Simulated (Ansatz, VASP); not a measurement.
Two plane-wave programs on Ta2N

Contents of INCAR:

```
SYSTEM = Ta2N
PREC = Accurate ; ENCUT = 600
EDIFF = 1E-7 ; ISMEAR = 0
SIGMA = 0.1 ; LREAL = .FALSE.
LASPH = .TRUE. ; NELM = 80
ALGO = Normal ; ISIF = 3
LWAVE = .FALSE. ; LCHARG = .FALSE.
GGA = CA ; IBRION = 2
NSW = 100 ; EDIFFG = -0.05
```

The input KPOINTS:

```
Automatic mesh
0
G
  9 9 4
  0 0 0
```

POSCAR

```
Ta2N
1.0
    3.1128615100      0.0000000000      0.0000000000
   -1.5564307500      2.6958171400      0.0000000000
    0.0000000000      0.0000000000      4.8698410000
Ta N
2 1
Direct
    0.6666666700      0.3333333300      0.7452890000
    0.3333333300      0.6666666700      0.2547110000
    0.0000000000      0.0000000000      0.0000000000
```

Input for Ansatz:

```yaml
crystal:
  lattice:
    - [3.11286151, 0.0, 0.0]
    - [-1.55643075, 2.69581714, 0.0]
    - [0.0, 0.0, 4.869841]
  atoms:
    - { symbol: Ta, position: [0.66666667, 0.33333333, 0.745289] }
    - { symbol: Ta, position: [0.33333333, 0.66666667, 0.254711] }
    - { symbol: "N", position: [0.0, 0.0, 0.0] }
basis:
  ecutwfc: 420
kpoints:
  mp_grid: { grid: [9, 9, 4] }
hamiltonian:
  xc: lda
  pseudopotentials: { kind: paw, azcp: { folder: soft_1 } }
scf:
  occupations: { method: gaussian, width: 0.1 }
output:
  forces: true
  stress: true
  eigenvalues: true
relax:
  adjacent_minimum: "off"
  f_tol: 0.05
  max_steps: 80
  cell: { stress_tol: 0.5 }
```

Alike in both runs: task relaxation of cell and atoms; functional LDA; k mesh 9 × 9 × 4; occupations gaussian, width 0.1 eV; no spin polarisation.

|  | VASP | Ansatz |
| --- | --- | --- |
| version | VASP 6.6.1 | Ansatz 0.2.0 |
| potentials or method | VASP PAW LDA potentials, release 64 (Ta_pv, N), cutoff 600 eV | scalar-relativistic, plane waves, PAW |
| valence electrons in the cell | 27 | 31 |

|  | VASP | Ansatz | Ansatz less VASP |
| --- | --- | --- | --- |
| gap on the k mesh at the Fermi level, each at its own relaxed structure (eV) | none | none | - |
| relaxed volume (Å³/atom) | 13.02 | 12.98 | -0.046 |
| relaxed cell length with the largest relative difference (Å) | 4.786 | 4.777 | -0.0085 |

Ansatz warns that its potentials were made for another functional, while VASP's fit it. LDA's correlation is that of Perdew and Zunger in VASP and of Perdew and Wang (1992) in Ansatz. A gap of «none» marks a metal or a gap that the smearing closes. VASP's potentials hold 27 valence electrons a cell and Ansatz's 31, so a difference there can come from the potentials and not from the codes.

Spin-orbit coupling is off throughout.
